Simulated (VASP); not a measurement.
# Ti8O17 (a cell with a defect) in VASP: further runs

The runs below take Ti8O17 (a cell with a defect) through single point, with PBE.

Program: VASP 6.6.1. These are calculated values, not measurements. Logs are shortened: lines on timing, memory, paths and dates and some standing lists are left out, and cuts for length are marked.

### Step 1. The cell of the first run

The cell holds a defect, 25 atoms: a = 6.567 Å, b = 6.567 Å, c = 5.927 Å, α = 90.00°, β = 90.00°, γ = 90.00°.

### Step 2. Single point, PBE

INCAR

```
PREC = Accurate
ENCUT = 520
EDIFF = 1E-6
ISMEAR = -1
SIGMA = 0.01
LREAL = F
LASPH = T
NELM = 120
ALGO = Normal
ISIF = 2
LWAVE = F
LCHARG = T
GGA = PE
LELF = T
LVHAR = T
NBANDS = 117
NELECT = 200.0
GGA_COMPAT = F
```

KPOINTS

```
Automatic mesh
0
Gamma
  1 1 1
```

POSCAR

```
Ti8O17
1.0
    4.6435389800      4.6435389800      0.0000000000
   -4.6435389800      4.6435389800      0.0000000000
    0.0000000000      0.0000000000      5.9273749100
Ti O
8 17
Direct
   -0.0446745465      0.4662869121      0.0283393688
    0.5462399617      0.0325110114      0.0283078277
    0.0316672629     -0.0593974515      0.2414356131
    0.4699723382      0.5581151828      0.2413390605
    0.0596034132      0.5302269744      0.5081410387
    0.4420763980     -0.0315213795      0.5081001236
   -0.0322740617      0.0448245926      0.7212520061
    0.5339681130      0.4538227905      0.7211218700
    0.1914319269      0.4468104401      0.2075473188
    0.7066188083     -0.0103855921      0.2608570041
   -0.0264673566      0.1705549482      0.0081227114
    0.4990455515      0.7236265701      0.0125024609
    0.0024693054      0.7750805198      0.0125006892
    0.5279348771      0.3281517348      0.0081264988
    0.3100854163      0.0518831921      0.2075050723
    0.7948220458      0.5090469632      0.2607974646
    0.2250204996      0.5009094453      0.7370629676
    0.6720185247      0.0265961983      0.7414184673
    0.0104382209      0.2051988621      0.4886253514
    0.5533706474      0.6900064466      0.5420732987
   -0.0518005476      0.8086788146      0.5418997315
    0.4910447814      0.2934138090      0.4886125031
    0.2765293516     -0.0023249435      0.7369687289
    0.8295779540      0.4720612458      0.7414091376
    0.2508376295      0.7493261200      0.3747800475
```

Potentials or basis: VASP PAW PBE potentials, release 64 (Ti_sv, O).

On the command line:

```bash
cat potpaw_PBE.64/Ti_sv/POTCAR potpaw_PBE.64/O/POTCAR > POTCAR
mpirun -np 1 vasp_gam > vasp.out
```

OUTCAR:

```text
PREC = Accurate
   ENCUT = 520
   EDIFF = 1E-6
   ISMEAR = -1
   LREAL = F
   LASPH = T
   NELM = 120
   ISIF = 2
   GGA = PE
   NELECT = 200.0

 ion  position               nearest neighbor table
   1  0.955  0.466  0.028-  16 1.76   9 1.88  24 1.89  11 1.95  13 2.05
   2  0.546  0.033  0.028-  10 1.76  15 1.88  18 1.89  14 1.95  12 2.05
   3  0.032  0.941  0.241-  13 1.75  15 1.98  21 2.05  25 2.07  11 2.08  10 2.16  19 2.28
   4  0.470  0.558  0.241-  12 1.75   9 1.98  20 2.06  25 2.07  14 2.08  16 2.16  22 2.28
   5  0.060  0.530  0.508-  17 1.75  21 1.98   9 2.06  25 2.07  24 2.08  19 2.16  16 2.28
   6  0.442  0.968  0.508-  23 1.75  20 1.98  15 2.06  25 2.07  18 2.08  22 2.16  10 2.28
   7  0.968  0.045  0.721-  19 1.76  21 1.88  11 1.89  18 1.95  23 2.05
   8  0.534  0.454  0.721-  22 1.76  20 1.88  14 1.89  24 1.95  17 2.05
   9  0.191  0.447  0.208-   1 1.88   4 1.98   5 2.06
  10  0.707  0.990  0.261-   2 1.76   3 2.16   6 2.28
  11  0.974  0.171  0.008-   7 1.89   1 1.95   3 2.08
  12  0.499  0.724  0.013-   4 1.75   2 2.05
  13  0.002  0.775  0.013-   3 1.75   1 2.05
  14  0.528  0.328  0.008-   8 1.89   2 1.95   4 2.08
  15  0.310  0.052  0.208-   2 1.88   3 1.98   6 2.06
  16  0.795  0.509  0.261-   1 1.76   4 2.16   5 2.28
  17  0.225  0.501  0.737-   5 1.75   8 2.05
  18  0.672  0.027  0.741-   2 1.89   7 1.95   6 2.08
  19  0.010  0.205  0.489-   7 1.76   5 2.16   3 2.28
  20  0.553  0.690  0.542-   8 1.88   6 1.98   4 2.06
  21  0.948  0.809  0.542-   7 1.88   5 1.98   3 2.05
  22  0.491  0.293  0.489-   8 1.76   6 2.16   4 2.28
  23  0.277  0.998  0.737-   6 1.75   7 2.05
  24  0.830  0.472  0.741-   1 1.89   8 1.95   5 2.08
  25  0.251  0.749  0.375-   5 2.07   6 2.07   4 2.07   3 2.07

  LATTYP: Found a simple tetragonal cell.
 ALAT       =     6.5669558029
 C/A-ratio  =     0.9026061828

  Lattice vectors:

 A1 = (   4.6435389800,   4.6435389800,   0.0000000000)
 A2 = (  -4.6435389800,   4.6435389800,   0.0000000000)
 A3 = (   0.0000000000,   0.0000000000,   5.9273749100)

Analysis of symmetry for initial positions (statically):
=====================================================================
 Subroutine PRICEL returns:
 Original cell was already a primitive cell.

 Routine SETGRP: Setting up the symmetry group for a
 simple tetragonal supercell.

 Subroutine GETGRP returns: Found  1 space group operations
 (whereof  1 operations were pure point group operations)
 out of a pool of 16 trial point group operations.

The static configuration has the point symmetry C_1 .

Analysis of symmetry for dynamics (positions and initial velocities):
=====================================================================
 Subroutine PRICEL returns:
 Original cell was already a primitive cell.

 Routine SETGRP: Setting up the symmetry group for a
 simple tetragonal supercell.

 Subroutine GETGRP returns: Found  1 space group operations
 (whereof  1 operations were pure point group operations)
 out of a pool of 16 trial point group operations.

The dynamic configuration has the point symmetry C_1 .

 Subroutine INISYM returns: Found  1 space group operations
 (whereof  1 operations are pure point group operations),
 and found     1 'primitive' translations

----------------------------------------------------------------------------------------

                                     Primitive cell

  volume of cell :     255.6175

  direct lattice vectors                    reciprocal lattice vectors
     4.643538980  4.643538980  0.000000000     0.107676495  0.107676495  0.000000000
    -4.643538980  4.643538980  0.000000000    -0.107676495  0.107676495  0.000000000
     0.000000000  0.000000000  5.927374910     0.000000000  0.000000000  0.168708748

  length of vectors
     6.566955803  6.566955803  5.927374910     0.152277559  0.152277559  0.168708748

  position of ions in fractional coordinates (direct lattice)
     0.955325454  0.466286912  0.028339369
     0.546239962  0.032511011  0.028307828
     0.031667263  0.940602549  0.241435613
     0.469972338  0.558115183  0.241339061
     0.059603413  0.530226974  0.508141039
     0.442076398  0.968478621  0.508100124
[... 17 lines left out ...]
     0.829577954  0.472061246  0.741409138
     0.250837629  0.749326120  0.374780048

  ion indices of the primitive-cell ions
   primitive index   ion index
                 1           1
                 2           2
                 3           3
                 4           4
                 5           5
                 6           6
[... 17 lines left out ...]
                24          24
                25          25

----------------------------------------------------------------------------------------

 KPOINTS: Automatic mesh

Automatic generation of k-mesh.
 Grid dimensions read from file:
 generate k-points for:    1    1    1

 Generating k-lattice:

  Cartesian coordinates                     Fractional coordinates (reciprocal lattice)
     0.107676495  0.107676495  0.000000000     1.000000000  0.000000000  0.000000000
    -0.107676495  0.107676495  0.000000000     0.000000000  1.000000000  0.000000000
     0.000000000  0.000000000  0.168708748     0.000000000  0.000000000  1.000000000

  Length of vectors
     0.152277559  0.152277559  0.168708748

  Shift w.r.t. Gamma in fractional coordinates (k-lattice)
     0.000000000  0.000000000  0.000000000

 Subroutine IBZKPT returns following result:
 ===========================================

 Found      1 irreducible k-points:

 Following reciprocal coordinates:
            Coordinates               Weight
  0.000000  0.000000  0.000000      1.000000
   k-points           NKPTS =      1   k-points in BZ     NKDIM =      1   number of bands    NBANDS=    117
   number of dos      NEDOS =    301   number of ions     NIONS =     25
   total plane-waves  NPLWV = 120000
   dimension x,y,z NGX =    50 NGY =   50 NGZ =   48
   dimension x,y,z NGXF=   100 NGYF=  100 NGZF=   96
   ions per type =               8  17
   NGX,Y,Z   is equivalent  to a cutoff of  12.66, 12.66, 13.46 a.u.
   NGXF,Y,Z  is equivalent  to a cutoff of  25.32, 25.32, 26.93 a.u.
 SYSTEM =  unknown system
   PREC   = accura    normal or accurate (medium, high low for compatibility)
   ISTART =      0    job   : 0-new  1-cont  2-samecut
   ICHARG =      2    charge: 1-file 2-atom 10-const
   ISPIN  =      1    spin polarized calculation?
   LNONCOLLINEAR =      F non collinear calculations
   LSORBIT =      F    spin-orbit coupling
   LASPH  =      T    aspherical Exc in radial PAW
   ENCUT  =  520.0 eV  38.22 Ry    6.18 a.u.  12.21 12.21 11.02*2*pi/ulx,y,z
   NELM   =    120;   NELMIN=  2; NELMDL= -5     # of ELM steps
   EDIFF  = 0.1E-05   stopping-criterion for ELM
   LREAL  =      F    real-space projection
   EDIFFG = 0.1E-04   stopping-criterion for IOM
   NSW    =      0    number of steps for IOM
   IBRION =     -1    ionic relax: 0-MD 1-quasi-New 2-CG
   NFREE  =      0    steps in history (QN), initial steepest desc. (CG)
   ISIF   =      2    stress and relaxation
   ISYM   =      2    0-nonsym 1-usesym 2-fastsym
   POTIM  = 0.5000    time-step for ionic-motion
   TEBEG  =    0.0;   TEEND  =   0.0 temperature during run
   PSTRESS=    0.0 pullay stress
   NELECT =     200.0000    total number of electrons
   NUPDOWN=      -1.0000    fix difference up-down
   EMIN   =  10.00;   EMAX   =-10.00  energy-range for DOS
   EFERMI =   0.00;   METHOD = LEGACY
   ISMEAR =    -1;   SIGMA  =   0.01  broadening in eV -4-tet -1-fermi 0-gaus
   EFERMI_NEDOS =   21; number of points for ismear=-14 and -15
   IALGO  =     38    algorithm
   IMIX   =      4    mixing-type and parameters
     AMIX     =   0.40;   BMIX     =  1.00
     AMIX_MAG =   1.60;   BMIX_MAG =  1.00
  volume/ion in A,a.u.               =      10.22        69.00
  Fermi-wavevector in a.u.,A,eV,Ry     =   1.508532  2.850713 30.962369  2.275670
  Thomas-Fermi vector in A             =   2.618974
   LORBIT       =      0    0 simple, 1 ext, 2 COOP (PROOUT), +10 PAW based schemes
   GGA     = PE    functional components
   LHFCALC =     F    Hartree Fock is set to
   AEXX    =    0.0000 exact exchange contribution
   IVDW    =     0    specifies the selected vdW correction
   LEPSILON=     F    determine dielectric tensor
   LRPA    =     F    only Hartree local field effects (RPA)
 non-spin polarized calculation
  energy-cutoff  :      520.00
  volume of cell :      255.62
 maximum number of plane-waves:      3432
 NGX is ok and might be reduce to    50
   NGX = 25   NGY = 25   NGZ = 23

 number of electron     199.9999978 magnetization

 Free energy of the ion-electron system (eV)
  ---------------------------------------------------
  ext. energy  EPLUGINS =         0.00000000
  ---------------------------------------------------
  free energy    TOTEN  =      -203.54139904 eV

  energy without entropy =     -203.54139904  energy(sigma->0) =     -203.54139904

 E-fermi :   5.0607     XC(G=0): -11.5562

 val. band max:        4.7812770187   @ k =   0.0000   0.0000   0.0000
 cond. band min:       7.2533813750   @ k =   0.0000   0.0000   0.0000
 fundamental gap:      2.4721043563
 Fermi energy:         5.0606772353

 k-point     1 :       0.0000    0.0000    0.0000
  band No.  band energies     occupation
      1     -51.7276      2.00000
      2     -51.7157      2.00000
      3     -51.7155      2.00000
      4     -51.7057      2.00000
      5     -51.4567      2.00000
      6     -51.4512      2.00000
[... 104 lines left out ...]
    111       8.3284      0.00000
    112       8.5513      0.00000
 [bands above 112 left out]

------------------------ aborting loop because EDIFF is reached ----------------------------------------

  FORCE on cell =-STRESS in cart. coord.  units (eV):
  Direction    XX          YY          ZZ          XY          YZ          ZX
  --------------------------------------------------------------------------------------
  -------------------------------------------------------------------------------------
  Total       34.5578009     34.5635100     34.4099092      0.0075634      0.0109246      0.0034724
  in kB      216.6038126    216.6395961    215.6768464      0.0474063      0.0684739      0.0217644
  external PRESSURE =     216.3067517 kB  Pullay stress =       0.0000000 kB

 VOLUME and BASIS-vectors are now :
 -----------------------------------------------------------------------------
  energy-cutoff  :      520.00
  volume of cell :      255.62
      direct lattice vectors                 reciprocal lattice vectors
     4.643538980  4.643538980  0.000000000     0.107676495  0.107676495  0.000000000
    -4.643538980  4.643538980  0.000000000    -0.107676495  0.107676495  0.000000000
     0.000000000  0.000000000  5.927374910     0.000000000  0.000000000  0.168708748

 POSITION                                       TOTAL-FORCE (eV/Angst)
 -----------------------------------------------------------------------------------
      2.27087      6.60131      0.16798         0.047724      0.032512     -0.079695
      2.38552      2.68745      0.16779        -0.045323     -0.034049     -0.078708
     -4.22068      4.51477      1.43108        -0.086083      0.043400      0.063923
     -0.40929      4.77396      1.43051         0.087012     -0.047220      0.067292
     -2.18536      2.73890      3.01194        -0.045069     -0.090109     -0.065972
     -2.44437      6.54997      3.01170         0.046007      0.086821     -0.064427
[... 17 lines left out ...]
      1.66014      6.04421      4.39461        -0.006643     -0.001969     -0.037205
     -2.31475      4.64430      2.22146        -0.001143      0.000370      0.001257
 -----------------------------------------------------------------------------------
    total drift:                                0.000042     -0.000305     -0.000575

  FREE ENERGIE OF THE ION-ELECTRON SYSTEM (eV)
  ---------------------------------------------------
  free  energy   TOTEN  =      -203.5413990431 eV

  energy  without entropy=     -203.5413990431  energy(sigma->0) =     -203.54139904
```

It took 43 s on 1 thread of Intel Xeon 6975P-C (Granite Rapids), shared host; peak memory 0.31 GiB.

What came out:

```
Free energy   : -203.5414 eV
Largest force : 0.125 eV/Å
```

Forces on the atoms (eV/Å):
```
Ti   0.048  0.033 -0.080
Ti  -0.045 -0.034 -0.079
Ti  -0.086  0.043  0.064
Ti   0.087 -0.047  0.067
Ti  -0.045 -0.090 -0.066
Ti   0.046  0.087 -0.064
Ti   0.032 -0.047  0.074
Ti  -0.035  0.046  0.080
O    0.029  0.005 -0.006
O    0.060  0.043  0.090
O   -0.004  0.008  0.038
O   -0.045  0.060 -0.100
O    0.043 -0.056 -0.097
O    0.005 -0.006  0.035
O   -0.029 -0.005 -0.007
O   -0.060 -0.042  0.092
O    0.056  0.047  0.096
O    0.006  0.003 -0.038
O   -0.042  0.061 -0.088
O   -0.007  0.026  0.005
O    0.008 -0.027  0.010
O    0.043 -0.060 -0.090
O   -0.057 -0.045  0.098
O   -0.007 -0.002 -0.037
O   -0.001  0.000  0.001
```

Caveat: the k points lie up to 1.06 Å⁻¹ apart; the cell carries a net charge on a neutralising background, which shifts energy and pressure; the cell is charged against a uniform background, so pressure and absolute levels hang on convention.

### Step 3. Single point, PBE

INCAR

```
SYSTEM = Ti8O17
ALGO = Normal
EDIFF = 1E-6
ENCUT = 520
GGA = PE
GGA_COMPAT = .FALSE.
ISIF = 2
ISMEAR = -1
LASPH = .TRUE.
LCHARG = .TRUE.
LELF = .TRUE.
LREAL = .FALSE.
LVHAR = .TRUE.
LWAVE = .FALSE.
NBANDS = 117
NELECT = 200.0
NELM = 120
PREC = Accurate
SIGMA = 0.01
```

KPOINTS

```
k-points
0
G
  1 1 1
  0 0 0
```

POSCAR

```
Ti8O17
1.0
    4.6435389800      4.6435389800      0.0000000000
   -4.6435389800      4.6435389800      0.0000000000
    0.0000000000      0.0000000000      5.9273749100
Ti O
8 17
Direct
   -0.0446745469      0.4662868147      0.0283393581
    0.5462399499      0.0325110871      0.0283078095
    0.0316673340     -0.0593974771      0.2414355464
    0.4699722581      0.5581151598      0.2413390450
    0.0596033545      0.5302269477      0.5081409639
    0.4420764010     -0.0315214324      0.5081001364
   -0.0322740911      0.0448246479      0.7212519986
    0.5339681675      0.4538228298      0.7211219241
    0.1914319022      0.4468103980      0.2075473576
    0.7066188125     -0.0103856133      0.2608569600
   -0.0264674208      0.1705549374      0.0081226514
    0.4990455577      0.7236266379      0.0125024992
    0.0024693451      0.7750804969      0.0125006434
    0.5279349459      0.3281517624      0.0081265317
    0.3100853694      0.0518831652      0.2075050117
    0.7948221208      0.5090469812      0.2607974058
    0.2250205080      0.5009094378      0.7370630450
    0.6720185861      0.0265962018      0.7414184300
    0.0104381594      0.2051988804      0.4886254107
    0.5533706104      0.6900064829      0.5420733544
   -0.0518004696      0.8086787935      0.5418997531
    0.4910447634      0.2934138178      0.4886124202
    0.2765293897     -0.0023249509      0.7369687368
    0.8295779397      0.4720611821      0.7414091511
    0.2508375627      0.7493261099      0.3747800728
```

Potentials or basis: VASP PAW PBE potentials, release 64 (Ti_sv, O).

On the command line:

```bash
cat potpaw_PBE.64/Ti_sv/POTCAR potpaw_PBE.64/O/POTCAR > POTCAR
mpirun -np 1 vasp_gam > vasp.out
```

Run time: 43 s. Hardware: 1 thread of Intel Xeon 6975P-C (Granite Rapids), shared host; peak memory 0.31 GiB.

The run converged. Its results:

| Property | Result |
| --- | --- |
| Free energy | -203.5414 eV |
| Largest force | 0.125 eV/Å |

Forces in eV/Å, atoms in the order of the input:
```
Ti   0.048  0.033 -0.080
Ti  -0.045 -0.034 -0.079
Ti  -0.086  0.043  0.064
Ti   0.087 -0.047  0.067
Ti  -0.045 -0.090 -0.066
Ti   0.046  0.087 -0.064
Ti   0.032 -0.047  0.074
Ti  -0.035  0.046  0.080
O    0.029  0.005 -0.006
O    0.060  0.043  0.090
O   -0.004  0.008  0.038
O   -0.045  0.060 -0.100
O    0.043 -0.056 -0.097
O    0.005 -0.006  0.035
O   -0.029 -0.005 -0.007
O   -0.060 -0.042  0.092
O    0.056  0.047  0.096
O    0.006  0.003 -0.038
O   -0.042  0.061 -0.088
O   -0.007  0.026  0.005
O    0.008 -0.027  0.010
O    0.043 -0.059 -0.090
O   -0.057 -0.045  0.098
O   -0.007 -0.002 -0.037
O   -0.001  0.000  0.001
```

Levels at points of the mesh, in eV from the Fermi level:
```
           k point  band 98  band 99  band 100  band 101  band 102  band 103
(0.00, 0.00, 0.00)    -0.38    -0.38     -0.28      2.19      2.44      2.58
```

Caveat: the k points lie up to 1.06 Å⁻¹ apart; the cell carries a net charge on a neutralising background, which shifts energy and pressure; the cell is charged against a uniform background, so pressure and absolute levels hang on convention.
